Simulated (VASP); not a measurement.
# SrCl2 (I4/mmm) in VASP: single point with HSE06

Aim: the single point of SrCl2 with HSE06.

Everything below comes from runs of VASP 6.6.1. Logs are shortened: lines on timing, memory, paths and dates and some standing lists are left out, and cuts for length are marked.

### 1 The cell of the first run

It takes space group I4/mmm (No. 139, tetragonal). The conventional cell has a = 4.744 Å, b = 4.744 Å, c = 7.166 Å, α = 90.00°, β = 90.00°, γ = 90.00°. Within 3.9 Å of Sr (site symmetry 4/mmm) lie 8 Cl at 2.97 Å. Cl (site symmetry -4m2) has 4 Sr at 2.97 Å and 6 Cl at 3.35 to 3.58 Å within 3.9 Å.

### 2 Single point, HSE06 (epitaxial xy strain -4.1%)

POSCAR reads:

```
SrCl2
1.0
    0.0000000000      3.3546614156      3.5828735687
    3.3546614156      0.0000000000      3.5828735687
    3.3546614156      3.3546614156      0.0000000000
Sr Cl
1 2
Direct
    0.0000000000      0.0000000000      0.0000000000
    0.2500000000      0.2500000000      0.2500000000
    0.7500000000      0.7500000000      0.7500000000
```

INCAR.step1 reads:

```
SYSTEM = SrCl2
ALGO = Normal
EDIFF = 1E-5
ENCUT = 520
GGA = PE
ISIF = 2
ISMEAR = 0
LASPH = .TRUE.
LCHARG = .FALSE.
LREAL = .FALSE.
LWAVE = .TRUE.
NBANDS = 19
NELM = 100
PREC = Accurate
SIGMA = 0.01
```

INCAR.step2 reads:

```
SYSTEM = SrCl2
ALGO = Normal
EDIFF = 1E-6
ENCUT = 520
GGA = PE
HFSCREEN = 0.2079
ISIF = 2
ISMEAR = 0
ISTART = 1
LASPH = .TRUE.
LCHARG = .FALSE.
LHFCALC = .TRUE.
LREAL = .FALSE.
LWAVE = .FALSE.
NBANDS = 19
NELM = 100
PREC = Accurate
PRECFOCK = Normal
SIGMA = 0.01
```

KPOINTS reads:

```
k-points
0
G
  4 4 4
  0 0 0
```

Potentials or basis: VASP PAW PBE potentials, release 64 (Sr_sv, Cl).

Run with:

```bash
$ cat potpaw_PBE.64/Sr_sv/POTCAR potpaw_PBE.64/Cl/POTCAR > POTCAR
$ cp INCAR.step1 INCAR
$ mpirun -np 1 vasp_std > vasp.out
$ cp INCAR.step2 INCAR
$ mpirun -np 1 vasp_std > vasp.out
```

OUTCAR:

```text
SYSTEM = SrCl2
   EDIFF = 1E-6
   ENCUT = 520
   GGA = PE
   HFSCREEN = 0.2079
   ISIF = 2
   ISMEAR = 0
   ISTART = 1
   LASPH = .TRUE.
   LHFCALC = .TRUE.
   LREAL = .FALSE.
   NELM = 100
   PREC = Accurate
   PRECFOCK = Normal

 ion  position               nearest neighbor table
   1  0.000  0.000  0.000-   3 2.97   3 2.97   3 2.97   2 2.97   3 2.97   2 2.97   2 2.97   2 2.97

   2  0.250  0.250  0.250-   1 2.97   1 2.97   1 2.97   1 2.97
   3  0.750  0.750  0.750-   1 2.97   1 2.97   1 2.97   1 2.97

  LATTYP: Found a body centered tetragonal cell.
 ALAT       =     4.7442076711
 C/A-ratio  =     1.5104202080

  Lattice vectors:

 A1 = (  -3.3546614156,   0.0000000000,   3.5828735687)
 A2 = (   3.3546614156,   0.0000000000,   3.5828735687)
 A3 = (   0.0000000000,   3.3546614156,  -3.5828735687)

Analysis of symmetry for initial positions (statically):
=====================================================================
 Subroutine PRICEL returns:
 Original cell was already a primitive cell.

 Routine SETGRP: Setting up the symmetry group for a
 body centered tetragonal supercell.

 Subroutine GETGRP returns: Found 16 space group operations
 (whereof 16 operations were pure point group operations)
 out of a pool of 16 trial point group operations.

The static configuration has the point symmetry D_4h.

Analysis of symmetry for dynamics (positions and initial velocities):
=====================================================================
 Subroutine PRICEL returns:
 Original cell was already a primitive cell.

 Routine SETGRP: Setting up the symmetry group for a
 body centered tetragonal supercell.

 Subroutine GETGRP returns: Found 16 space group operations
 (whereof 16 operations were pure point group operations)
 out of a pool of 16 trial point group operations.

The dynamic configuration has the point symmetry D_4h.

 Subroutine INISYM returns: Found 16 space group operations
 (whereof 16 operations are pure point group operations),
 and found     1 'primitive' translations

----------------------------------------------------------------------------------------

                                     Primitive cell

  volume of cell :      80.6415

  direct lattice vectors                    reciprocal lattice vectors
     0.000000000  3.354661416  3.582873569    -0.149046338  0.149046338  0.139552789
     3.354661416  0.000000000  3.582873569     0.149046338 -0.149046338  0.139552789
     3.354661416  3.354661416  0.000000000     0.149046338  0.149046338 -0.139552789

  length of vectors
     4.908231476  4.908231476  4.744207671     0.252793597  0.252793597  0.252793597

  position of ions in fractional coordinates (direct lattice)
     0.000000000  0.000000000  0.000000000
     0.250000000  0.250000000  0.250000000
     0.750000000  0.750000000  0.750000000

  ion indices of the primitive-cell ions
   primitive index   ion index
                 1           1
                 2           2
                 3           3

----------------------------------------------------------------------------------------

 KPOINTS: k-points

Automatic generation of k-mesh.
 Grid dimensions read from file:
 generate k-points for:    4    4    4

 Generating k-lattice:

  Cartesian coordinates                     Fractional coordinates (reciprocal lattice)
    -0.037261585  0.037261585  0.034888197     0.250000000  0.000000000  0.000000000
     0.037261585 -0.037261585  0.034888197     0.000000000  0.250000000  0.000000000
     0.037261585  0.037261585 -0.034888197    -0.000000000 -0.000000000  0.250000000

  Length of vectors
     0.063198399  0.063198399  0.063198399

  Shift w.r.t. Gamma in fractional coordinates (k-lattice)
     0.000000000  0.000000000  0.000000000

 Subroutine IBZKPT returns following result:
 ===========================================

 Found     13 irreducible k-points:

 Following reciprocal coordinates:
            Coordinates               Weight
  0.000000  0.000000  0.000000      1.000000
  0.250000  0.000000  0.000000      8.000000
  0.500000  0.000000  0.000000      4.000000
  0.250000  0.250000  0.000000      2.000000
  0.500000  0.250000  0.000000      8.000000
 -0.250000  0.250000  0.000000      4.000000
  0.500000  0.500000  0.000000      1.000000
  0.250000  0.000000  0.250000      4.000000
  0.500000  0.000000  0.250000     16.000000
 -0.250000 -0.000000  0.250000      8.000000
 -0.250000  0.500000  0.250000      4.000000
  0.500000  0.000000  0.500000      2.000000
 -0.250000  0.250000  0.500000      2.000000
   k-points           NKPTS =     13   k-points in BZ     NKDIM =     64   number of bands    NBANDS=     19
   number of dos      NEDOS =    301   number of ions     NIONS =      3
   total plane-waves  NPLWV =  57600
   dimension x,y,z NGX =    40 NGY =   40 NGZ =   36
   dimension x,y,z NGXF=    80 NGYF=   80 NGZF=   72
   ions per type =               1   2
   NGX,Y,Z   is equivalent  to a cutoff of  13.55, 13.55, 12.62 a.u.
   NGXF,Y,Z  is equivalent  to a cutoff of  27.10, 27.10, 25.23 a.u.
 SYSTEM =  SrCl2
   PREC   = accura    normal or accurate (medium, high low for compatibility)
   ISTART =      1    job   : 0-new  1-cont  2-samecut
   ICHARG =      0    charge: 1-file 2-atom 10-const
   ISPIN  =      1    spin polarized calculation?
   LNONCOLLINEAR =      F non collinear calculations
   LSORBIT =      F    spin-orbit coupling
   LASPH  =      T    aspherical Exc in radial PAW
   ENCUT  =  520.0 eV  38.22 Ry    6.18 a.u.   9.13  9.13  8.82*2*pi/ulx,y,z
   NELM   =    100;   NELMIN=  2; NELMDL=  0     # of ELM steps
   EDIFF  = 0.1E-05   stopping-criterion for ELM
   LREAL  =      F    real-space projection
   EDIFFG = 0.1E-04   stopping-criterion for IOM
   NSW    =      0    number of steps for IOM
   IBRION =     -1    ionic relax: 0-MD 1-quasi-New 2-CG
   NFREE  =      0    steps in history (QN), initial steepest desc. (CG)
   ISIF   =      2    stress and relaxation
   ISYM   =      3    0-nonsym 1-usesym 2-fastsym
   POTIM  = 0.5000    time-step for ionic-motion
   TEBEG  =    0.0;   TEEND  =   0.0 temperature during run
   PSTRESS=    0.0 pullay stress
   NELECT =      24.0000    total number of electrons
   NUPDOWN=      -1.0000    fix difference up-down
   EMIN   =  10.00;   EMAX   =-10.00  energy-range for DOS
   EFERMI =   0.00;   METHOD = LEGACY
   ISMEAR =     0;   SIGMA  =   0.01  broadening in eV -4-tet -1-fermi 0-gaus
   EFERMI_NEDOS =   21; number of points for ismear=-14 and -15
   IALGO  =     38    algorithm
   IMIX   =      1    mixing-type and parameters
     AMIX     =   0.40;   BMIX     =  1.00
     AMIX_MAG =   1.60;   BMIX_MAG =  1.00
  volume/ion in A,a.u.               =      26.88       181.40
  Fermi-wavevector in a.u.,A,eV,Ry     =   1.093014  2.065496 16.254595  1.194679
  Thomas-Fermi vector in A             =   2.229291
   LORBIT       =      0    0 simple, 1 ext, 2 COOP (PROOUT), +10 PAW based schemes
   GGA     = PE    functional components
   LHFCALC =     T    Hartree Fock is set to
   PRECFOCK=normal    Normal, Fast or Accurate (Low or Medium for compatibility)
   ENCUT4O =  -1.0   cutoff for four orbital integrals eV
   NKREDX  =     1    reduce k-point grid by
   NKREDY  =     1    reduce k-point grid by
   NKREDZ  =     1    reduce k-point grid by
   AEXX    =    0.2500 exact exchange contribution
   HFSCREEN=    0.2079 screening length (either q_TF or 0.3 A-1)
   HFSCREENC=   0.2079 screening length for correlation (either q_TF or 0.3 A-1)
   ENCUTFOCK=  -1.0 apply spherical cutoff to Coloumb kernel
   IVDW    =     0    specifies the selected vdW correction
   LEPSILON=     F    determine dielectric tensor
   LRPA    =     F    only Hartree local field effects (RPA)
 non-spin polarized calculation
 Gauss-broadening in eV      SIGMA  =   0.01
  energy-cutoff  :      520.00
  volume of cell :       80.64
 maximum number of plane-waves:      2200
 NGX is ok and might be reduce to    40
  NGX = 28; NGY = 28; NGZ = 28

 number of electron      23.9999998 magnetization

 Free energy of the ion-electron system (eV)
  ---------------------------------------------------
  ext. energy  EPLUGINS =         0.00000000
  ---------------------------------------------------
  free energy    TOTEN  =       -14.72608020 eV

  energy without entropy =      -14.72608020  energy(sigma->0) =      -14.72608020

 E-fermi :  -0.1501     XC(G=0):  -7.0833

 val. band max:       -0.2394585179   @ k =   0.5000   0.0000   0.5000
 cond. band min:       6.1979744172   @ k =   0.0000   0.0000   0.0000
 fundamental gap:      6.4374329351
 Fermi energy:        -0.1500622334

 k-point     1 :       0.0000    0.0000    0.0000
  band No.  band energies     occupation
      1     -35.2246      2.00000
      2     -15.9706      2.00000
      3     -15.9706      2.00000
      4     -15.9585      2.00000
      5     -15.1467      2.00000
      6     -14.0798      2.00000
[... 11 lines left out ...]
     18      10.1606      0.00000
     19      10.8721      0.00000

 k-point     2 :       0.2500    0.0000    0.0000
  band No.  band energies     occupation
      1     -35.2220      2.00000
      2     -16.3064      2.00000
      3     -15.9796      2.00000
      4     -15.9758      2.00000
      5     -14.7003      2.00000
      6     -14.1753      2.00000
[... 11 lines left out ...]
     18       9.9435      0.00000
     19      11.0087      0.00000

 k-point     3 :       0.5000    0.0000    0.0000
  band No.  band energies     occupation
      1     -35.2195      2.00000
      2     -16.4939      2.00000
      3     -15.9889      2.00000
      4     -15.9886      2.00000
      5     -14.6530      2.00000
      6     -14.0047      2.00000
[... 11 lines left out ...]
     18      10.0953      0.00000
     19      10.2993      0.00000

 k-point     4 :       0.2500    0.2500    0.0000
  band No.  band energies     occupation
      1     -35.2216      2.00000
      2     -16.4059      2.00000
      3     -15.9935      2.00000
      4     -15.9934      2.00000
      5     -14.4923      2.00000
      6     -14.2231      2.00000
[... 11 lines left out ...]
     18       9.6074      0.00000
     19      10.0574      0.00000

 k-point     5 :       0.5000    0.2500    0.0000
  band No.  band energies     occupation
      1     -35.2190      2.00000
      2     -16.4927      2.00000
      3     -16.1431      2.00000
      4     -16.0024      2.00000
      5     -14.3364      2.00000
      6     -14.1185      2.00000
[... 11 lines left out ...]
     18      10.2340      0.00000
     19      11.1007      0.00000

 k-point     6 :      -0.2500    0.2500    0.0000
  band No.  band energies     occupation
      1     -35.2195      2.00000
      2     -16.3692      2.00000
      3     -16.1892      2.00000
      4     -15.9887      2.00000
      5     -14.3228      2.00000
      6     -14.2584      2.00000
[... 11 lines left out ...]
     18       9.9974      0.00000
     19      10.9855      0.00000

 k-point     7 :       0.5000    0.5000    0.0000
  band No.  band energies     occupation
      1     -35.2185      2.00000
      2     -16.6551      2.00000
      3     -16.0161      2.00000
      4     -16.0161      2.00000
      5     -14.3580      2.00000
      6     -14.0158      2.00000
[... 11 lines left out ...]
     18       9.9157      0.00000
     19      11.2446      0.00000

 k-point     8 :       0.2500    0.0000    0.2500
  band No.  band energies     occupation
      1     -35.2210      2.00000
      2     -16.3669      2.00000
      3     -16.0029      2.00000
      4     -15.9816      2.00000
      5     -14.4846      2.00000
      6     -14.3091      2.00000
[... 11 lines left out ...]
     18      10.0741      0.00000
     19      10.5087      0.00000

 k-point     9 :       0.5000    0.0000    0.2500
  band No.  band energies     occupation
      1     -35.2184      2.00000
      2     -16.4540      2.00000
      3     -16.1470      2.00000
      4     -16.0042      2.00000
      5     -14.3960      2.00000
      6     -14.1192      2.00000
[... 11 lines left out ...]
     18      10.3457      0.00000
     19      11.0011      0.00000

 k-point    10 :      -0.2500   -0.0000    0.2500
  band No.  band energies     occupation
      1     -35.2195      2.00000
      2     -16.3834      2.00000
      3     -16.1777      2.00000
      4     -15.9889      2.00000
      5     -14.3596      2.00000
      6     -14.2106      2.00000
[... 11 lines left out ...]
     18      10.0142      0.00000
     19      11.3812      0.00000

 k-point    11 :      -0.2500    0.5000    0.2500
  band No.  band energies     occupation
      1     -35.2179      2.00000
      2     -16.3750      2.00000
      3     -16.3311      2.00000
      4     -16.0264      2.00000
      5     -14.2224      2.00000
      6     -14.1330      2.00000
[... 11 lines left out ...]
     18      11.0430      0.00000
     19      11.8156      0.00000

 k-point    12 :       0.5000    0.0000    0.5000
  band No.  band energies     occupation
      1     -35.2173      2.00000
      2     -16.5827      2.00000
      3     -16.0349      2.00000
      4     -16.0046      2.00000
      5     -14.5188      2.00000
      6     -13.9703      2.00000
[... 11 lines left out ...]
     18       9.7929      0.00000
     19      11.3808      0.00000

 k-point    13 :      -0.2500    0.2500    0.5000
  band No.  band energies     occupation
      1     -35.2174      2.00000
      2     -16.3468      2.00000
      3     -16.3468      2.00000
      4     -16.0050      2.00000
      5     -14.2057      2.00000
      6     -14.2057      2.00000
[... 11 lines left out ...]
     18      10.8543      0.00000
     19      12.2215      0.00000

------------------------ aborting loop because EDIFF is reached ----------------------------------------

  FORCE on cell =-STRESS in cart. coord.  units (eV):
  Direction    XX          YY          ZZ          XY          YZ          ZX
  --------------------------------------------------------------------------------------
  -------------------------------------------------------------------------------------
  Total        2.0279425      2.0279425      0.1565262      0.0000000      0.0000000     -0.0000000
  in kB       40.2909363     40.2909363      3.1098459      0.0000000      0.0000000     -0.0000000
  external PRESSURE =      27.8972395 kB  Pullay stress =       0.0000000 kB

 VOLUME and BASIS-vectors are now :
 -----------------------------------------------------------------------------
  energy-cutoff  :      520.00
  volume of cell :       80.64
      direct lattice vectors                 reciprocal lattice vectors
     0.000000000  3.354661416  3.582873569    -0.149046338  0.149046338  0.139552789
     3.354661416  0.000000000  3.582873569     0.149046338 -0.149046338  0.139552789
     3.354661416  3.354661416  0.000000000     0.149046338  0.149046338 -0.139552789

 POSITION                                       TOTAL-FORCE (eV/Angst)
 -----------------------------------------------------------------------------------
      0.00000      0.00000      0.00000         0.000000      0.000000     -0.000000
      1.67733      1.67733      1.79144         0.000000      0.000000     -0.000000
      5.03199      5.03199      5.37431        -0.000000     -0.000000      0.000000
 -----------------------------------------------------------------------------------
    total drift:                                0.000000     -0.000000      0.000000

  FREE ENERGIE OF THE ION-ELECTRON SYSTEM (eV)
  ---------------------------------------------------
  free  energy   TOTEN  =       -14.7260802003 eV

  energy  without entropy=      -14.7260802003  energy(sigma->0) =      -14.72608020
```

It took 13 min on 1 thread of Intel Xeon 6975P-C (Granite Rapids), shared host; peak memory 0.35 GiB.

Results:

```
Free energy            : -14.7261 eV
Pressure               : 2.8 GPa
Band gap on the k mesh : 6.44 eV (least direct gap 6.57 eV)
```

Levels at points of the mesh, in eV from the valence-band top:
```csv
k point,band 9,band 10,band 11,band 12,band 13,band 14,band 15,band 16
"(0.00, 0.00, 0.00)",-2.48,-0.90,-0.37,-0.37,6.44,7.28,7.56,10.09
"(0.50, 0.00, 0.00)",-1.84,-1.68,-1.39,-1.36,7.98,8.10,8.98,9.03
"(0.50, 0.50, 0.00)",-2.35,-0.50,-0.50,-0.42,6.59,8.13,9.17,9.27
"(0.50, 0.00, 0.50)",-2.19,-0.98,-0.36,0.00,6.57,8.70,9.17,9.64
```

Caveat: the cell differs from its parent crystal (epitaxial xy strain -4.1%); the PAW data sets were made with another functional, which shifts forces and pressure a little.
